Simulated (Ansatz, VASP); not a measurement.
LiCl in VASP and in Ansatz

```
Li Cl
1.0
     5.95768    0.00000    0.00000
     0.00000    5.95768    0.00000
     0.00000    0.00000    3.25238
Li Cl
4 4
Direct
  0.66924 0.66924 0.50000
  0.16924 0.83076 0.25000
  0.33076 0.33076 0.00000
  0.83076 0.16924 0.75000
  0.83076 0.83076 0.00000
  0.33076 0.66924 0.75000
  0.16924 0.16924 0.50000
  0.66924 0.33076 0.25000
```

Alike in both runs: task relaxation of cell and atoms; functional PBE; k mesh 4 × 4 × 6; occupations gaussian, width 0.1 eV; no spin polarisation.

|  | VASP | Ansatz |
| --- | --- | --- |
| version | VASP 6.6.1 | Ansatz 0.2.0 |
| potentials or method | VASP PAW PBE potentials, release 64 (Li_sv, Cl), cutoff 600 eV | scalar-relativistic, plane waves, PAW |
| valence electrons in the cell | 40 | 40 |

```csv
,VASP,Ansatz,Ansatz less VASP
"gap on the k mesh at the Fermi level, each at its own relaxed structure (eV)",5.70,5.67,-0.032
relaxed volume (Å³/atom),20.50,20.70,+0.203
relaxed length of the cell vector where the two differ most in proportion (Å),3.589,3.603,+0.0141
```

Noted on VASP's run: the cutoff is under 1.25 times that of the potentials, so the pressure is a little rough; the volume moved by over 15 % at a fixed basis, so the end points are rough.
